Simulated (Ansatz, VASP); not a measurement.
# One calculation of Ca3H, two programs

```xyz
4
Lattice="0.0000 4.1209 4.1209 4.1209 0.0000 4.1209 4.1209 4.1209 0.0000" Properties=species:S:1:pos:R:3 pbc="T T T"
Ca    4.1209    4.1209    4.1209
Ca    2.0605    2.0605    2.0605
Ca    6.1814    6.1814    6.1814
H     0.0000    0.0000    0.0000
```

Change from the starting cell: species swapped into the PrMg3 type (Fm-3m, No. 225).

Alike in both runs: task relaxation of cell and atoms; functional PBE; k mesh 10 × 10 × 10; occupations gaussian, width 0.1 eV; no spin polarisation.

|  | VASP | Ansatz |
| --- | --- | --- |
| version | VASP 6.6.1 | Ansatz 0.2.0 |
| potentials or method | VASP PAW PBE potentials, release 64 (Ca_sv, H), cutoff 600 eV | scalar-relativistic, plane waves, PAW |
| valence electrons in the cell | 31 | 31 |

|  | VASP | Ansatz | Ansatz less VASP |
| --- | --- | --- | --- |
| gap on the k mesh at the Fermi level, each at its own relaxed structure (eV) | none | none | - |
| relaxed volume (Å³/atom) | 35.70 | 35.65 | -0.052 |
| relaxed length of the cell vector where the two differ most in proportion (Å) | 5.867 | 5.864 | -0.0028 |

A gap of «none» marks a metal or a gap that the smearing closes.
